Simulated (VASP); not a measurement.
# PbS (Galena) (Fm-3m) in VASP: a series of runs

Aim: see how the results for PbS (Galena) move with the level of theory and the settings. Levels: PBE, PBEsol. Tasks: single point.

All numbers are computed with VASP 6.6.1; they aren't measurements. Logs are shortened: lines on timing, memory, paths and dates and some standing lists are left out, and cuts for length are marked.

**1. The cell of the first run**

It takes space group Fm-3m (No. 225, cubic). The conventional cell has a = 5.931 Å, b = 5.931 Å, c = 5.931 Å, α = 90.00°, β = 90.00°, γ = 90.00°. Pb (site symmetry m-3m) has 6 S at 2.97 Å within 3.9 Å. Within 3.9 Å of S (site symmetry m-3m) lie 6 Pb at 2.97 Å.

**2. Single point, PBE**

Contents of INCAR:

```
  PREC = Accurate
  ENCUT = 520
  EDIFF = 1E-6
  ISMEAR = 0
  SIGMA = 0.03
  LREAL = False
  LASPH = True
  NELM = 80
  ALGO = Normal
  ISIF = 2
  LWAVE = False
  LCHARG = False
  GGA = PE
  NBANDS = 17
```

Contents of KPOINTS:

```
regular mesh
0
Gamma
  8 8 8
```

Contents of POSCAR:

```
PbS
1.0
    0.0000000000      2.9657500000      2.9657500000
    2.9657500000      0.0000000000      2.9657500000
    2.9657500000      2.9657500000      0.0000000000
Pb S
1 1
Direct
    0.0000000000      0.0000000000      0.0000000000
    0.5000000000      0.5000000000      0.5000000000
```

Potentials or basis: VASP PAW PBE potentials, release 64 (Pb_d, S).

Launch:

```console
cat potpaw_PBE.64/Pb_d/POTCAR potpaw_PBE.64/S/POTCAR > POTCAR
mpirun -np 1 vasp_std > vasp.out
```

OUTCAR:

```text
PREC = Accurate
   ENCUT = 520
   EDIFF = 1E-6
   ISMEAR = 0
   LREAL = False
   LASPH = True
   NELM = 80
   ISIF = 2
   GGA = PE

 ion  position               nearest neighbor table
   1  0.000  0.000  0.000-   2 2.97   2 2.97   2 2.97   2 2.97   2 2.97   2 2.97
   2  0.500  0.500  0.500-   1 2.97   1 2.97   1 2.97   1 2.97   1 2.97   1 2.97

  LATTYP: Found a face centered cubic cell.
 ALAT       =     5.9315000000

  Lattice vectors:

 A1 = (   0.0000000000,   2.9657500000,   2.9657500000)
 A2 = (   2.9657500000,   0.0000000000,   2.9657500000)
 A3 = (   2.9657500000,   2.9657500000,   0.0000000000)

Analysis of symmetry for initial positions (statically):
=====================================================================
 Subroutine PRICEL returns:
 Original cell was already a primitive cell.

 Routine SETGRP: Setting up the symmetry group for a
 face centered cubic supercell.

 Subroutine GETGRP returns: Found 48 space group operations
[... 9 lines left out ...]

 Routine SETGRP: Setting up the symmetry group for a
 face centered cubic supercell.

 Subroutine GETGRP returns: Found 48 space group operations
[... 11 lines left out ...]
                                     Primitive cell

  volume of cell :      52.1715

  direct lattice vectors                    reciprocal lattice vectors
     0.000000000  2.965750000  2.965750000    -0.168591419  0.168591419  0.168591419
     2.965750000  0.000000000  2.965750000     0.168591419 -0.168591419  0.168591419
     2.965750000  2.965750000  0.000000000     0.168591419  0.168591419 -0.168591419

  length of vectors
     4.194203873  4.194203873  4.194203873     0.292008903  0.292008903  0.292008903

  position of ions in fractional coordinates (direct lattice)
     0.000000000  0.000000000  0.000000000
     0.500000000  0.500000000  0.500000000

  ion indices of the primitive-cell ions
   primitive index   ion index
                 1           1
                 2           2

----------------------------------------------------------------------------------------

 KPOINTS: regular mesh

Automatic generation of k-mesh.
 Grid dimensions read from file:
 generate k-points for:    8    8    8

 Generating k-lattice:

  Cartesian coordinates                     Fractional coordinates (reciprocal lattice)
    -0.021073927  0.021073927  0.021073927     0.125000000  0.000000000  0.000000000
     0.021073927 -0.021073927  0.021073927     0.000000000  0.125000000  0.000000000
     0.021073927  0.021073927 -0.021073927     0.000000000  0.000000000  0.125000000

  Length of vectors
     0.036501113  0.036501113  0.036501113

  Shift w.r.t. Gamma in fractional coordinates (k-lattice)
     0.000000000  0.000000000  0.000000000

 Subroutine IBZKPT returns following result:
 ===========================================

 Found     29 irreducible k-points:

 Following reciprocal coordinates:
            Coordinates               Weight
  0.000000  0.000000  0.000000      1.000000
  0.125000  0.000000  0.000000      8.000000
  0.250000  0.000000  0.000000      8.000000
  0.375000  0.000000  0.000000      8.000000
  0.500000  0.000000  0.000000      4.000000
  0.125000  0.125000  0.000000      6.000000
[... 16 lines left out ...]
  0.500000  0.250000  0.125000     48.000000
 -0.375000  0.250000  0.125000     24.000000
 [... further k-points ...]
   k-points           NKPTS =     29   k-points in BZ     NKDIM =     29   number of bands    NBANDS=     17
   number of dos      NEDOS =    301   number of ions     NIONS =      2
   total plane-waves  NPLWV =  32768
   dimension x,y,z NGX =    32 NGY =   32 NGZ =   32
   dimension x,y,z NGXF=    64 NGYF=   64 NGZF=   64
   ions per type =               1   1
   NGX,Y,Z   is equivalent  to a cutoff of  12.68, 12.68, 12.68 a.u.
   NGXF,Y,Z  is equivalent  to a cutoff of  25.37, 25.37, 25.37 a.u.
 SYSTEM =  unknown system
   PREC   = accura    normal or accurate (medium, high low for compatibility)
   ISTART =      0    job   : 0-new  1-cont  2-samecut
   ICHARG =      2    charge: 1-file 2-atom 10-const
   ISPIN  =      1    spin polarized calculation?
   LNONCOLLINEAR =      F non collinear calculations
   LSORBIT =      F    spin-orbit coupling
   LASPH  =      T    aspherical Exc in radial PAW
   ENCUT  =  520.0 eV  38.22 Ry    6.18 a.u.   7.80  7.80  7.80*2*pi/ulx,y,z
   NELM   =     80;   NELMIN=  2; NELMDL= -5     # of ELM steps
   EDIFF  = 0.1E-05   stopping-criterion for ELM
   LREAL  =      F    real-space projection
   EDIFFG = 0.1E-04   stopping-criterion for IOM
   NSW    =      0    number of steps for IOM
   IBRION =     -1    ionic relax: 0-MD 1-quasi-New 2-CG
   NFREE  =      0    steps in history (QN), initial steepest desc. (CG)
   ISIF   =      2    stress and relaxation
   ISYM   =      2    0-nonsym 1-usesym 2-fastsym
   POTIM  = 0.5000    time-step for ionic-motion
   TEBEG  =    0.0;   TEEND  =   0.0 temperature during run
   PSTRESS=    0.0 pullay stress
   NELECT =      20.0000    total number of electrons
   NUPDOWN=      -1.0000    fix difference up-down
   EMIN   =  10.00;   EMAX   =-10.00  energy-range for DOS
   EFERMI =   0.00;   METHOD = LEGACY
   ISMEAR =     0;   SIGMA  =   0.03  broadening in eV -4-tet -1-fermi 0-gaus
   EFERMI_NEDOS =   21; number of points for ismear=-14 and -15
   IALGO  =     38    algorithm
   IMIX   =      4    mixing-type and parameters
     AMIX     =   0.40;   BMIX     =  1.00
     AMIX_MAG =   1.60;   BMIX_MAG =  1.00
  volume/ion in A,a.u.               =      26.09       176.04
  Fermi-wavevector in a.u.,A,eV,Ry     =   1.189251  2.247359 19.242973  1.414319
  Thomas-Fermi vector in A             =   2.325363
   LORBIT       =      0    0 simple, 1 ext, 2 COOP (PROOUT), +10 PAW based schemes
   GGA     = PE    functional components
   LHFCALC =     F    Hartree Fock is set to
   AEXX    =    0.0000 exact exchange contribution
   IVDW    =     0    specifies the selected vdW correction
   LEPSILON=     F    determine dielectric tensor
   LRPA    =     F    only Hartree local field effects (RPA)
 non-spin polarized calculation
 Gauss-broadening in eV      SIGMA  =   0.03
  energy-cutoff  :      520.00
  volume of cell :       52.17
 maximum number of plane-waves:      1424
   NGX = 15   NGY = 15   NGZ = 15

 number of electron      19.9999998 magnetization

 Free energy of the ion-electron system (eV)
  ---------------------------------------------------
  ext. energy  EPLUGINS =         0.00000000
  ---------------------------------------------------
  free energy    TOTEN  =        -8.75604595 eV

  energy without entropy =       -8.75604595  energy(sigma->0) =       -8.75604595

 E-fermi :   5.9473     XC(G=0):  -9.6823

 val. band max:        5.8229542094   @ k =   0.5000   0.0000   0.0000
 cond. band min:       6.1871647579   @ k =   0.5000   0.0000   0.0000
 fundamental gap:      0.3642105486
 Fermi energy:         5.9472978930

 k-point     1 :       0.0000    0.0000    0.0000
  band No.  band energies     occupation
      1     -11.0015      2.00000
      2     -11.0015      2.00000
      3     -11.0015      2.00000
      4     -10.9851      2.00000
      5     -10.9851      2.00000
      6      -7.7750      2.00000
[... 9 lines left out ...]
     16      12.5530      0.00000
     17      14.4808      0.00000

 k-point     2 :       0.1250    0.0000    0.0000
  band No.  band energies     occupation
      1     -11.0008      2.00000
      2     -10.9986      2.00000
      3     -10.9986      2.00000
      4     -10.9858      2.00000
      5     -10.9858      2.00000
      6      -7.6418      2.00000
[... 9 lines left out ...]
     16      12.9237      0.00000
     17      15.6801      0.00000

 k-point     3 :       0.2500    0.0000    0.0000
  band No.  band energies     occupation
      1     -11.0047      2.00000
      2     -11.0047      2.00000
      3     -10.9994      2.00000
      4     -10.9744      2.00000
      5     -10.9744      2.00000
      6      -7.2721      2.00000
[... 9 lines left out ...]
     16      13.7740      0.00000
     17      17.7174      0.00000

 k-point     4 :       0.3750    0.0000    0.0000
  band No.  band energies     occupation
      1     -11.0146      2.00000
      2     -11.0146      2.00000
      3     -10.9986      2.00000
      4     -10.9590      2.00000
      5     -10.9590      2.00000
      6      -6.7922      2.00000
[... 9 lines left out ...]
     16      14.9996      0.00000
     17      17.6177      0.00000

 k-point     5 :       0.5000    0.0000    0.0000
  band No.  band energies     occupation
      1     -11.0189      2.00000
      2     -11.0189      2.00000
      3     -10.9984      2.00000
      4     -10.9524      2.00000
      5     -10.9524      2.00000
      6      -6.5335      2.00000
[... 9 lines left out ...]
     16      15.9448      0.00000
     17      16.3698      0.00000

 k-point     6 :       0.1250    0.1250    0.0000
  band No.  band energies     occupation
      1     -11.0053      2.00000
      2     -10.9974      2.00000
      3     -10.9930      2.00000
      4     -10.9930      2.00000
      5     -10.9813      2.00000
      6      -7.5952      2.00000
[... 9 lines left out ...]
     16      13.7000      0.00000
     17      15.1346      0.00000

 k-point     7 :       0.2500    0.1250    0.0000
  band No.  band energies     occupation
      1     -11.0139      2.00000
      2     -11.0049      2.00000
      3     -10.9920      2.00000
      4     -10.9827      2.00000
      5     -10.9712      2.00000
      6      -7.2986      2.00000
[... 9 lines left out ...]
     16      14.5039      0.00000
     17      16.3812      0.00000

 k-point     8 :       0.3750    0.1250    0.0000
  band No.  band energies     occupation
      1     -11.0282      2.00000
      2     -11.0011      2.00000
      3     -10.9996      2.00000
      4     -10.9717      2.00000
      5     -10.9566      2.00000
      6      -6.8428      2.00000
[... 9 lines left out ...]
     16      15.5641      0.00000
     17      17.5613      0.00000
[... 203 lines left out ...]
      1     -11.1205      2.00000
      2     -11.0200      2.00000
      3     -10.9664      2.00000
      4     -10.9475      2.00000
      5     -10.9440      2.00000
      6      -6.1752      2.00000
[... 9 lines left out ...]
     16      17.3846      0.00000
     17      17.5844      0.00000

 k-point    20 :      -0.3750    0.3750    0.0000
  band No.  band energies     occupation
      1     -11.0997      2.00000
      2     -11.0047      2.00000
      3     -10.9779      2.00000
      4     -10.9578      2.00000
      5     -10.9487      2.00000
      6      -6.1106      2.00000
[... 9 lines left out ...]
     16      16.7566      0.00000
     17      18.4269      0.00000

 k-point    21 :       0.5000    0.5000    0.0000
  band No.  band energies     occupation
      1     -11.1398      2.00000
      2     -11.0269      2.00000
      3     -10.9592      2.00000
      4     -10.9406      2.00000
      5     -10.9406      2.00000
      6      -6.1021      2.00000
[... 9 lines left out ...]
     16      18.0852      0.00000
     17      18.2010      0.00000

 k-point    22 :       0.3750    0.2500    0.1250
  band No.  band energies     occupation
      1     -11.0336      2.00000
      2     -11.0051      2.00000
      3     -10.9915      2.00000
      4     -10.9725      2.00000
      5     -10.9631      2.00000
      6      -6.9514      2.00000
[... 9 lines left out ...]
     16      15.6936      0.00000
     17      16.0127      0.00000

 k-point    23 :       0.5000    0.2500    0.1250
  band No.  band energies     occupation
      1     -11.0490      2.00000
      2     -10.9999      2.00000
      3     -10.9940      2.00000
      4     -10.9675      2.00000
      5     -10.9561      2.00000
      6      -6.5237      2.00000
[... 9 lines left out ...]
     16      16.1059      0.00000
     17      17.1199      0.00000

 k-point    24 :      -0.3750    0.2500    0.1250
  band No.  band energies     occupation
      1     -11.0546      2.00000
      2     -11.0025      2.00000
      3     -10.9855      2.00000
      4     -10.9724      2.00000
      5     -10.9514      2.00000
      6      -6.3074      2.00000
[... 9 lines left out ...]
     16      16.7388      0.00000
     17      17.0015      0.00000

 [... further k-points ...]

------------------------ aborting loop because EDIFF is reached ----------------------------------------

  FORCE on cell =-STRESS in cart. coord.  units (eV):
  Direction    XX          YY          ZZ          XY          YZ          ZX
  --------------------------------------------------------------------------------------
  -------------------------------------------------------------------------------------
  Total        0.6976850      0.6976850      0.6976850      0.0000000     -0.0000000      0.0000000
  in kB       21.4257665     21.4257665     21.4257665      0.0000000     -0.0000000      0.0000000
  external PRESSURE =      21.4257665 kB  Pullay stress =       0.0000000 kB

 VOLUME and BASIS-vectors are now :
 -----------------------------------------------------------------------------
  energy-cutoff  :      520.00
  volume of cell :       52.17
      direct lattice vectors                 reciprocal lattice vectors
     0.000000000  2.965750000  2.965750000    -0.168591419  0.168591419  0.168591419
     2.965750000  0.000000000  2.965750000     0.168591419 -0.168591419  0.168591419
     2.965750000  2.965750000  0.000000000     0.168591419  0.168591419 -0.168591419

 POSITION                                       TOTAL-FORCE (eV/Angst)
 -----------------------------------------------------------------------------------
      0.00000      0.00000      0.00000         0.000000      0.000000      0.000000
      2.96575      2.96575      2.96575        -0.000000     -0.000000     -0.000000
 -----------------------------------------------------------------------------------
    total drift:                                0.000000     -0.000000     -0.000000

  FREE ENERGIE OF THE ION-ELECTRON SYSTEM (eV)
  ---------------------------------------------------
  free  energy   TOTEN  =        -8.7560459527 eV

  energy  without entropy=       -8.7560459527  energy(sigma->0) =       -8.75604595
```

Wall time 15 s (1 thread of AMD EPYC 9R45 (Zen 5), shared host); peak memory 0.15 GiB.

Results:

* Free energy: -8.7560 eV
* Pressure: 2.1 GPa
* Band gap on the k mesh: 0.36 eV, direct

Caveat: spin-orbit coupling is left out, which moves the levels of the heavy elements. A k mesh can miss the band edges.

**3. Single point, PBEsol**

Contents of INCAR:

```
PREC = Accurate
ENCUT = 520
EDIFF = 1E-6
ISMEAR = 0
SIGMA = 0.05
LREAL = False
LASPH = True
NELM = 100
ALGO = Normal
ISIF = 2
LWAVE = False
LCHARG = True
GGA = PS
LELF = True
LVHAR = True
NBANDS = 17
```

KPOINTS is that of step 2.

POSCAR is that of step 2.

Potentials or basis: VASP PAW PBE potentials, release 64 (Pb_d, S).

Launch:

```console
cat potpaw_PBE.64/Pb_d/POTCAR potpaw_PBE.64/S/POTCAR > POTCAR
mpirun -np 1 vasp_std > vasp.out
```

Run time: 16 s. Hardware: 1 thread of AMD EPYC 9R45 (Zen 5), shared host; peak memory 0.15 GiB.

The run converged. Its results:

```
Free energy            : -9.4556 eV
Pressure               : -0.9 GPa
Band gap on the k mesh : 0.25 eV, direct
```

Levels at points of the mesh, in eV from the valence-band top:
```
           k point  band 8  band 9  band 10  band 11  band 12  band 13
(0.00, 0.00, 0.00)   -2.17   -2.17    -2.17     5.16     5.16     5.16
(0.50, 0.00, 0.00)   -1.77   -1.77     0.00     0.25     1.89     1.89
(0.50, 0.50, 0.00)   -5.26   -3.46    -3.46     3.72     5.53     5.64
```

Caveat: the PAW data sets were made with another functional, which shifts forces and pressure a little; spin-orbit coupling is left out, which moves the levels of the heavy elements. A k mesh can miss the band edges.

**4. Single point, PBE**

Contents of INCAR:

```
SYSTEM = PbS
PREC = Accurate
ENCUT = 520
EDIFF = 1E-6
ISMEAR = 0
SIGMA = 0.015
LREAL = .False.
LASPH = .True.
NELM = 100
ALGO = Normal
ISIF = 2
LWAVE = .False.
LCHARG = .False.
GGA = PE
NBANDS = 17
```

Contents of KPOINTS:

```
regular mesh
0
Gamma
  8 8 8
  0 0 0
```

POSCAR is that of step 3.

Launch:

```console
cat potpaw_PBE.64/Pb_d/POTCAR potpaw_PBE.64/S/POTCAR > POTCAR
mpirun -np 1 vasp_std > vasp.out
```

It took 14 s on 1 thread of AMD EPYC 9R45 (Zen 5), shared host; peak memory 0.15 GiB.

Results (log left out):

* Free energy: -8.7560 eV
* Pressure: 2.1 GPa
* Band gap on the k mesh: 0.36 eV, direct

Levels at points of the mesh, in eV from the valence-band top:
```csv
k point,band 7,band 8,band 9,band 10,band 11,band 12,band 13,band 14
"(0.00, 0.00, 0.00)",-6.04,-2.17,-2.17,-2.17,5.21,5.21,5.21,6.73
"(0.50, 0.00, 0.00)",-8.85,-1.78,-1.78,0.00,0.36,1.96,1.96,8.66
"(0.50, 0.50, 0.00)",-7.20,-5.20,-3.44,-3.44,3.86,5.58,5.68,5.68
```

Caveat: spin-orbit coupling is left out, which moves the levels of the heavy elements.

**5. Single point, PBE**

Contents of INCAR:

```
ALGO = Normal
EDIFF = 1E-6
ENCUT = 520
GGA = PE
ISIF = 2
ISMEAR = 0
LASPH = T
LCHARG = T
LELF = T
LREAL = F
LVHAR = T
LWAVE = F
NBANDS = 17
NELM = 100
PREC = Accurate
SIGMA = 0.02
```

Contents of KPOINTS:

```
k-points
0
Gamma
  8 8 8
```

POSCAR is that of step 4.

Launch:

```console
cat potpaw_PBE.64/Pb_d/POTCAR potpaw_PBE.64/S/POTCAR > POTCAR
mpirun -np 1 vasp_std > vasp.out
```

Wall time 17 s (1 thread of AMD EPYC 9R45 (Zen 5), shared host); peak memory 0.15 GiB.

The run converged. Its results:

```yaml
Free_energy: -8.7560 eV
Pressure: 2.1 GPa
Band_gap_on_the_k_mesh: 0.36 eV, direct
```

Levels at points of the mesh, in eV from the valence-band top:
| k point | band 7 | band 8 | band 9 | band 10 | band 11 | band 12 | band 13 | band 14 |
| --- | --- | --- | --- | --- | --- | --- | --- | --- |
| (0.00, 0.00, 0.00) | -6.04 | -2.17 | -2.17 | -2.17 | 5.21 | 5.21 | 5.21 | 6.73 |
| (0.50, 0.00, 0.00) | -8.85 | -1.78 | -1.78 | 0.00 | 0.36 | 1.96 | 1.96 | 8.66 |
| (0.50, 0.50, 0.00) | -7.20 | -5.20 | -3.44 | -3.44 | 3.86 | 5.58 | 5.68 | 5.68 |

Caveat: spin-orbit coupling is left out, which moves the levels of the heavy elements.

**6. The runs side by side**

```csv
level,smearing,gap on the mesh (eV),pressure (GPa)
PBE,gaussian 0.03 eV,0.36,2.1
PBEsol,gaussian 0.05 eV,0.25,-0.9
PBE,gaussian 0.015 eV,0.36,2.1
PBE,gaussian 0.02 eV,0.36,2.1
```

Alike in all rows: task single point; potentials or basis VASP PAW PBE potentials, release 64 (Pb_d, S); no spin polarisation; cell as given; k mesh 8 × 8 × 8; cutoff (eV) 520.

On the cell as given the gap runs from 0.25 eV (PBEsol) to 0.36 eV (PBE). The pressure there spans -0.9 GPa (PBEsol) to 2.1 GPa (PBE); a positive pressure means that this level wants a larger cell, a negative one a smaller.

Caveats: spin-orbit coupling is left out, which moves the levels of the heavy elements; the PAW data sets were made with another functional, which shifts forces and pressure a little (some runs).

Total energies depend on the potentials used, so only differences within one code and one set of settings carry meaning.
